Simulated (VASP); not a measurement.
# Zn (Fd-3m) in VASP: a series of runs

Zn is run at these levels: LDA; tasks: single point.

Everything below comes from runs of VASP 6.6.1. Logs are shortened: lines on timing, memory, paths and dates and some standing lists are left out, and cuts for length are marked.

## Step 1: The cell of the first run

The structure is cubic, space group Fd-3m (No. 227). The conventional cell has a = 5.549 Å, b = 5.549 Å, c = 5.549 Å, α = 90.00°, β = 90.00°, γ = 90.00°. Zn (site symmetry -43m) has 4 Zn at 2.40 Å within 3.2 Å.

## Step 2: Single point, LDA

The input, INCAR:

```
PREC = Accurate
ENCUT = 520
EDIFF = 1E-6
ISMEAR = -1
SIGMA = 0.1
LREAL = F
LASPH = T
NELM = 60
ALGO = Normal
ISIF = 2
LWAVE = F
LCHARG = F
NBANDS = 19
```

The input, KPOINTS:

```
regular mesh
0
Gamma
  10 10 10
```

The input, POSCAR:

```
Zn
1.0
    0.0000000000      2.7746049637      2.7746049637
    2.7746049637      0.0000000000      2.7746049637
    2.7746049637      2.7746049637      0.0000000000
Zn
2
Direct
    0.1250000000      0.1250000000      0.1250000000
    0.8750000000      0.8750000000      0.8750000000
```

Potentials or basis: VASP PAW LDA potentials, release 64 (Zn).

On the command line:

```
> cat potpaw_LDA.64/Zn/POTCAR > POTCAR
> mpirun -np 1 vasp_std > vasp.out
```

OUTCAR:

```text
PREC = Accurate
   ENCUT = 520
   EDIFF = 1E-6
   ISMEAR = -1
   LREAL = F
   LASPH = T
   NELM = 60
   ISIF = 2

 ion  position               nearest neighbor table
   1  0.125  0.125  0.125-   2 2.40   2 2.40   2 2.40   2 2.40
   2  0.875  0.875  0.875-   1 2.40   1 2.40   1 2.40   1 2.40

  LATTYP: Found a face centered cubic cell.
 ALAT       =     5.5492099274

  Lattice vectors:

 A1 = (   0.0000000000,   2.7746049637,   2.7746049637)
 A2 = (   2.7746049637,   0.0000000000,   2.7746049637)
 A3 = (   2.7746049637,   2.7746049637,   0.0000000000)

Analysis of symmetry for initial positions (statically):
=====================================================================
 Subroutine PRICEL returns:
 Original cell was already a primitive cell.

 Routine SETGRP: Setting up the symmetry group for a
 face centered cubic supercell.

 Subroutine GETGRP returns: Found 48 space group operations
 (whereof 12 operations were pure point group operations)
 out of a pool of 48 trial point group operations.

The static configuration has the point symmetry D_3d.
 The point group associated with its full space group is O_h .

Analysis of symmetry for dynamics (positions and initial velocities):
=====================================================================
 Subroutine PRICEL returns:
 Original cell was already a primitive cell.

 Routine SETGRP: Setting up the symmetry group for a
 face centered cubic supercell.

 Subroutine GETGRP returns: Found 48 space group operations
 (whereof 12 operations were pure point group operations)
 out of a pool of 48 trial point group operations.

The dynamic configuration has the point symmetry D_3d.
 The point group associated with its full space group is O_h .

 Subroutine INISYM returns: Found 48 space group operations
 (whereof 12 operations are pure point group operations),
 and found     1 'primitive' translations

----------------------------------------------------------------------------------------

                                     Primitive cell

  volume of cell :      42.7202

  direct lattice vectors                    reciprocal lattice vectors
     0.000000000  2.774604964  2.774604964    -0.180205833  0.180205833  0.180205833
     2.774604964  0.000000000  2.774604964     0.180205833 -0.180205833  0.180205833
     2.774604964  2.774604964  0.000000000     0.180205833  0.180205833 -0.180205833

  length of vectors
     3.923883970  3.923883970  3.923883970     0.312125659  0.312125659  0.312125659

  position of ions in fractional coordinates (direct lattice)
     0.125000000  0.125000000  0.125000000
     0.875000000  0.875000000  0.875000000

  ion indices of the primitive-cell ions
   primitive index   ion index
                 1           1
                 2           2

----------------------------------------------------------------------------------------

 KPOINTS: regular mesh

Automatic generation of k-mesh.
 Grid dimensions read from file:
 generate k-points for:   10   10   10

 Generating k-lattice:

  Cartesian coordinates                     Fractional coordinates (reciprocal lattice)
    -0.018020583  0.018020583  0.018020583     0.100000000  0.000000000  0.000000000
     0.018020583 -0.018020583  0.018020583     0.000000000  0.100000000  0.000000000
     0.018020583  0.018020583 -0.018020583     0.000000000  0.000000000  0.100000000

  Length of vectors
     0.031212566  0.031212566  0.031212566

  Shift w.r.t. Gamma in fractional coordinates (k-lattice)
     0.000000000  0.000000000  0.000000000

 Subroutine IBZKPT returns following result:
 ===========================================

 Found     47 irreducible k-points:

 Following reciprocal coordinates:
            Coordinates               Weight
  0.000000  0.000000  0.000000      1.000000
  0.100000  0.000000  0.000000      8.000000
  0.200000  0.000000  0.000000      8.000000
  0.300000  0.000000  0.000000      8.000000
  0.400000  0.000000  0.000000      8.000000
  0.500000  0.000000  0.000000      4.000000
[... 16 lines left out ...]
  0.300000  0.300000  0.000000      6.000000
  0.400000  0.300000  0.000000     24.000000
 [... further k-points ...]
   k-points           NKPTS =     47   k-points in BZ     NKDIM =     47   number of bands    NBANDS=     19
   number of dos      NEDOS =    301   number of ions     NIONS =      2
   total plane-waves  NPLWV =  27000
   dimension x,y,z NGX =    30 NGY =   30 NGZ =   30
   dimension x,y,z NGXF=    60 NGYF=   60 NGZF=   60
   ions per type =               2
   NGX,Y,Z   is equivalent  to a cutoff of  12.71, 12.71, 12.71 a.u.
   NGXF,Y,Z  is equivalent  to a cutoff of  25.42, 25.42, 25.42 a.u.
 SYSTEM =  unknown system
   PREC   = accura    normal or accurate (medium, high low for compatibility)
   ISTART =      0    job   : 0-new  1-cont  2-samecut
   ICHARG =      2    charge: 1-file 2-atom 10-const
   ISPIN  =      1    spin polarized calculation?
   LNONCOLLINEAR =      F non collinear calculations
   LSORBIT =      F    spin-orbit coupling
   LASPH  =      T    aspherical Exc in radial PAW
   ENCUT  =  520.0 eV  38.22 Ry    6.18 a.u.   7.30  7.30  7.30*2*pi/ulx,y,z
   NELM   =     60;   NELMIN=  2; NELMDL= -5     # of ELM steps
   EDIFF  = 0.1E-05   stopping-criterion for ELM
   LREAL  =      F    real-space projection
   EDIFFG = 0.1E-04   stopping-criterion for IOM
   NSW    =      0    number of steps for IOM
   IBRION =     -1    ionic relax: 0-MD 1-quasi-New 2-CG
   NFREE  =      0    steps in history (QN), initial steepest desc. (CG)
   ISIF   =      2    stress and relaxation
   ISYM   =      2    0-nonsym 1-usesym 2-fastsym
   POTIM  = 0.5000    time-step for ionic-motion
   TEBEG  =    0.0;   TEEND  =   0.0 temperature during run
   PSTRESS=    0.0 pullay stress
   NELECT =      24.0000    total number of electrons
   NUPDOWN=      -1.0000    fix difference up-down
   EMIN   =  10.00;   EMAX   =-10.00  energy-range for DOS
   EFERMI =   0.00;   METHOD = LEGACY
   ISMEAR =    -1;   SIGMA  =   0.10  broadening in eV -4-tet -1-fermi 0-gaus
   EFERMI_NEDOS =   21; number of points for ismear=-14 and -15
   IALGO  =     38    algorithm
   IMIX   =      4    mixing-type and parameters
     AMIX     =   0.40;   BMIX     =  1.00
     AMIX_MAG =   1.60;   BMIX_MAG =  1.00
  volume/ion in A,a.u.               =      21.36       144.15
  Fermi-wavevector in a.u.,A,eV,Ry     =   1.350830  2.552699 24.827124  1.824742
  Thomas-Fermi vector in A             =   2.478302
   LORBIT       =      0    0 simple, 1 ext, 2 COOP (PROOUT), +10 PAW based schemes
   GGA     = CA    functional components
   LHFCALC =     F    Hartree Fock is set to
   AEXX    =    0.0000 exact exchange contribution
   IVDW    =     0    specifies the selected vdW correction
   LEPSILON=     F    determine dielectric tensor
   LRPA    =     F    only Hartree local field effects (RPA)
 non-spin polarized calculation
  energy-cutoff  :      520.00
  volume of cell :       42.72
 maximum number of plane-waves:      1179
 NGX is ok and might be reduce to    30
   NGX = 15   NGY = 15   NGZ = 15

 number of electron      24.0000021 magnetization

 Free energy of the ion-electron system (eV)
  ---------------------------------------------------
  ext. energy  EPLUGINS =         0.00000000
  ---------------------------------------------------
  free energy    TOTEN  =        -2.52348952 eV

  energy without entropy =       -2.49527252  energy(sigma->0) =       -2.50938102

 E-fermi :   0.5674     XC(G=0):  -9.9389

 val. band max:        0.5500098632   @ k =  -0.3000   0.3000   0.1000
 cond. band min:       0.7929981015   @ k =   0.5000   0.3000   0.0000
 fundamental gap:      0.2429882383
 Fermi energy:         0.5674240221

 k-point     1 :       0.0000    0.0000    0.0000
  band No.  band energies     occupation
      1      -7.6478      2.00000
      2      -7.2729      2.00000
      3      -7.2729      2.00000
      4      -7.2729      2.00000
      5      -7.2217      2.00000
      6      -7.2217      2.00000
[... 11 lines left out ...]
     18       9.1220      0.00000
     19      10.4717      0.00000

 k-point     2 :       0.1000    0.0000    0.0000
  band No.  band energies     occupation
      1      -7.5247      2.00000
      2      -7.3056      2.00000
      3      -7.3056      2.00000
      4      -7.2688      2.00000
      5      -7.1756      2.00000
      6      -7.1756      2.00000
[... 11 lines left out ...]
     18      10.0573      0.00000
     19      11.4027      0.00000

 k-point     3 :       0.2000    0.0000    0.0000
  band No.  band energies     occupation
      1      -7.3315      2.00000
      2      -7.3315      2.00000
      3      -7.2969      2.00000
      4      -7.1829      2.00000
      5      -7.1197      2.00000
      6      -7.1197      2.00000
[... 11 lines left out ...]
     18      11.1638      0.00000
     19      11.9566      0.00000

 k-point     4 :       0.3000    0.0000    0.0000
  band No.  band energies     occupation
      1      -7.3325      2.00000
      2      -7.3325      2.00000
      3      -7.2678      2.00000
      4      -7.0941      2.00000
      5      -7.0941      2.00000
      6      -6.9956      2.00000
[... 11 lines left out ...]
     18      10.6873      0.00000
     19      13.1584      0.00000

 k-point     5 :       0.4000    0.0000    0.0000
  band No.  band energies     occupation
      1      -7.3166      2.00000
      2      -7.3166      2.00000
      3      -7.2498      2.00000
      4      -7.1014      2.00000
      5      -7.1014      2.00000
      6      -6.9756      2.00000
[... 11 lines left out ...]
     18      10.1480      0.00000
     19      14.7734      0.00000

 k-point     6 :       0.5000    0.0000    0.0000
  band No.  band energies     occupation
      1      -7.3057      2.00000
      2      -7.3057      2.00000
      3      -7.2406      2.00000
      4      -7.1115      2.00000
      5      -7.1115      2.00000
      6      -6.9845      2.00000
[... 11 lines left out ...]
     18       9.9519      0.00000
     19      16.2489      0.00000

 k-point     7 :       0.1000    0.1000    0.0000
  band No.  band energies     occupation
      1      -7.4820      2.00000
      2      -7.3375      2.00000
      3      -7.2747      2.00000
      4      -7.2747      2.00000
      5      -7.1954      2.00000
      6      -7.1377      2.00000
[... 11 lines left out ...]
     18       9.8026      0.00000
     19      11.5815      0.00000

 k-point     8 :       0.2000    0.1000    0.0000
  band No.  band energies     occupation
      1      -7.3675      2.00000
      2      -7.2929      2.00000
      3      -7.2901      2.00000
      4      -7.2136      2.00000
      5      -7.1491      2.00000
      6      -7.0792      2.00000
[... 256 lines left out ...]
 k-point    20 :      -0.4000    0.2000    0.0000
  band No.  band energies     occupation
      1      -7.3985      2.00000
      2      -7.3437      2.00000
      3      -7.2001      2.00000
      4      -7.0400      2.00000
      5      -6.9654      2.00000
      6      -6.9595      2.00000
[... 11 lines left out ...]
     18      12.9488      0.00000
     19      13.6484      0.00000

 k-point    21 :      -0.3000    0.2000    0.0000
  band No.  band energies     occupation
      1      -7.3759      2.00000
      2      -7.3718      2.00000
      3      -7.1818      2.00000
      4      -7.1030      2.00000
      5      -6.9444      2.00000
      6      -6.9442      2.00000
[... 11 lines left out ...]
     18      11.9735      0.00000
     19      12.4151      0.00000

 k-point    22 :      -0.2000    0.2000    0.0000
  band No.  band energies     occupation
      1      -7.3837      2.00000
      2      -7.3412      2.00000
      3      -7.2211      2.00000
      4      -7.1185      2.00000
      5      -6.9828      2.00000
      6      -6.9541      2.00000
[... 11 lines left out ...]
     18      10.3324      0.00000
     19      11.4581      0.00000

 k-point    23 :       0.3000    0.3000    0.0000
  band No.  band energies     occupation
      1      -7.4152      2.00000
      2      -7.2898      2.00000
      3      -7.2898      2.00000
      4      -7.0112      2.00000
      5      -7.0041      2.00000
      6      -6.8954      2.00000
[... 11 lines left out ...]
     18      13.2417      0.00000
     19      15.4622      0.00000

 k-point    24 :       0.4000    0.3000    0.0000
  band No.  band energies     occupation
      1      -7.4112      2.00000
      2      -7.2968      2.00000
      3      -7.2903      2.00000
      4      -7.0604      2.00000
      5      -6.9435      2.00000
      6      -6.8453      2.00000
[... 11 lines left out ...]
     18      13.4126      0.00000
     19      16.6362      0.00000

 [... further k-points ...]

------------------------ aborting loop because EDIFF is reached ----------------------------------------

  FORCE on cell =-STRESS in cart. coord.  units (eV):
  Direction    XX          YY          ZZ          XY          YZ          ZX
  --------------------------------------------------------------------------------------
  -------------------------------------------------------------------------------------
  Total        0.1001002      0.1001002      0.1001002     -0.0000000     -0.0000000      0.0000000
  in kB        3.7541550      3.7541550      3.7541550     -0.0000000     -0.0000000      0.0000000
  external PRESSURE =       3.7541550 kB  Pullay stress =       0.0000000 kB

 VOLUME and BASIS-vectors are now :
 -----------------------------------------------------------------------------
  energy-cutoff  :      520.00
  volume of cell :       42.72
      direct lattice vectors                 reciprocal lattice vectors
     0.000000000  2.774604964  2.774604964    -0.180205833  0.180205833  0.180205833
     2.774604964  0.000000000  2.774604964     0.180205833 -0.180205833  0.180205833
     2.774604964  2.774604964  0.000000000     0.180205833  0.180205833 -0.180205833

 POSITION                                       TOTAL-FORCE (eV/Angst)
 -----------------------------------------------------------------------------------
      0.69365      0.69365      0.69365        -0.000000     -0.000000     -0.000000
      4.85556      4.85556      4.85556         0.000000      0.000000      0.000000
 -----------------------------------------------------------------------------------
    total drift:                               -0.000000      0.000000      0.000000

  FREE ENERGIE OF THE ION-ELECTRON SYSTEM (eV)
  ---------------------------------------------------
  free  energy   TOTEN  =        -2.5234895172 eV

  energy  without entropy=       -2.4952725170  energy(sigma->0) =       -2.50938102
```

Wall time 30 s (1 thread of Intel Xeon Platinum 8259CL at 2.50GHz (Skylake/Cascade Lake), shared host); peak memory 0.16 GiB.

What came out:

```yaml
Free_energy: -2.5235 eV
Pressure: 0.4 GPa
Band_gap_on_the_k_mesh: zero (band 12 reaches 6.44 eV, above the bottom of band 13 at -0.22 eV)
```

## Step 3: Single point, LDA (volume scaled by 0.88)

The input, INCAR:

```
SYSTEM = Zn
  PREC = Accurate
  ENCUT = 520
  EDIFF = 1E-7
  ISMEAR = -1
  SIGMA = 0.1
  LREAL = .FALSE.
  LASPH = .TRUE.
  NELM = 100
  ALGO = Normal
  ISIF = 2
  LWAVE = .FALSE.
  LCHARG = .FALSE.
  NBANDS = 19
```

The input, KPOINTS:

```
regular mesh
0
G
  11 11 11
  0 0 0
```

The input, POSCAR:

```
Zn
1.0
    0.0000000000      2.6588594637      2.6588594637
    2.6588594637      0.0000000000      2.6588594637
    2.6588594637      2.6588594637      0.0000000000
Zn
2
Direct
    0.1250000000      0.1250000000      0.1250000000
    0.8750000000      0.8750000000      0.8750000000
```

Potentials or basis: VASP PAW LDA potentials, release 64 (Zn).

On the command line:

```
> cat potpaw_LDA.64/Zn/POTCAR > POTCAR
> mpirun -np 1 vasp_std > vasp.out
```

Run time: 30 s. Hardware: 1 thread of Intel Xeon Platinum 8259CL at 2.50GHz (Skylake/Cascade Lake), shared host; peak memory 0.15 GiB.

It converged, with:

```yaml
Free_energy: -2.4064 eV
Pressure: 8.2 GPa
Band_gap_on_the_k_mesh: zero (band 12 reaches 7.78 eV, above the bottom of band 13 at 0.11 eV)
```

Levels at points of the mesh, in eV from the Fermi level:
```
           k point  band 10  band 11  band 12  band 13  band 14  band 15
(0.00, 0.00, 0.00)    -6.89    -6.89     6.57     6.57     6.57     7.95
```

## Step 4: Single point, LDA (volume scaled by 0.92)

The input, INCAR:

```
SYSTEM = Zn
ALGO = Normal
EDIFF = 1E-7
ENCUT = 520
GGA = CA
ISIF = 2
ISMEAR = -1
LASPH = .True.
LCHARG = .False.
LREAL = .False.
LWAVE = .False.
NBANDS = 19
NELM = 60
PREC = Accurate
SIGMA = 0.1
```

The input, KPOINTS:

```
k-points
0
Gamma
  11 11 11
  0 0 0
```

The input, POSCAR:

```
Zn
1.0
    0.0000000000      2.6985497848      2.6985497848
    2.6985497848      0.0000000000      2.6985497848
    2.6985497848      2.6985497848      0.0000000000
Zn
2
Direct
    0.1250000000      0.1250000000      0.1250000000
    0.8750000000      0.8750000000      0.8750000000
```

On the command line:

```
> cat potpaw_LDA.64/Zn/POTCAR > POTCAR
> mpirun -np 1 vasp_std > vasp.out
```

Run time: 30 s. Hardware: 1 thread of Intel Xeon Platinum 8259CL at 2.50GHz (Skylake/Cascade Lake), shared host; peak memory 0.15 GiB.

The run converged. Its results:

| Quantity | Value |
| --- | --- |
| Free energy | -2.4750 eV |
| Pressure | 4.9 GPa |
| Band gap on the k mesh | zero (band 12 reaches 7.30 eV, above the bottom of band 13 at -0.03 eV) |

Levels at points of the mesh, in eV from the Fermi level:
| k point | band 10 | band 11 | band 12 | band 13 | band 14 | band 15 |
| --- | --- | --- | --- | --- | --- | --- |
| (0.00, 0.00, 0.00) | -6.86 | -6.86 | 6.32 | 6.32 | 6.32 | 7.72 |

## Step 5: Single point, LDA (volume scaled by 0.96)

The input, INCAR:

```
PREC = Accurate
ENCUT = 520
EDIFF = 1E-7
ISMEAR = -1
SIGMA = 0.1
LREAL = False
LASPH = True
NELM = 80
ALGO = Normal
ISIF = 2
LWAVE = False
LCHARG = False
NBANDS = 19
```

The input, KPOINTS:

```
regular mesh
0
Gamma
  11 11 11
```

The input, POSCAR:

```
Zn
1.0
    0.0000000000      2.7371057052      2.7371057052
    2.7371057052      0.0000000000      2.7371057052
    2.7371057052      2.7371057052      0.0000000000
Zn
2
Direct
    0.1250000000      0.1250000000      0.1250000000
    0.8750000000      0.8750000000      0.8750000000
```

On the command line:

```
> cat potpaw_LDA.64/Zn/POTCAR > POTCAR
> mpirun -np 1 vasp_std > vasp.out
```

Wall time 37 s (1 thread of Intel Xeon Platinum 8259CL at 2.50GHz (Skylake/Cascade Lake), shared host); peak memory 0.16 GiB.

It converged, with:

| Item | Value |
| --- | --- |
| Free energy | -2.5130 eV |
| Pressure | 2.4 GPa |
| Band gap on the k mesh | zero (band 12 reaches 6.85 eV, above the bottom of band 13 at -0.16 eV) |

Levels at points of the mesh, in eV from the Fermi level:
```
           k point  band 8  band 9  band 10  band 11  band 12  band 13  band 14  band 15  band 16  band 17
(0.00, 0.00, 0.00)   -7.15   -7.15    -6.85    -6.85     6.08     6.08     6.08     7.51     7.51     7.51
```

## Step 6: Summary

```tsv
cell	k mesh	gap on the mesh (eV)	pressure (GPa)
a = 3.924 Å, angles 60.0°, 2 atoms	10 × 10 × 10	none	0.4
a = 3.760 Å, angles 60.0°, 2 atoms	11 × 11 × 11	none	8.2
a = 3.816 Å, angles 60.0°, 2 atoms	11 × 11 × 11	none	4.9
a = 3.871 Å, angles 60.0°, 2 atoms	11 × 11 × 11	none	2.4
```

Alike in all rows: task single point; level LDA; potentials or basis VASP PAW LDA potentials, release 64 (Zn); no spin polarisation; cutoff (eV) 520; smearing fermi-dirac 0.1 eV.

Total energies depend on the potentials used, so only differences within one code and one set of settings carry meaning.
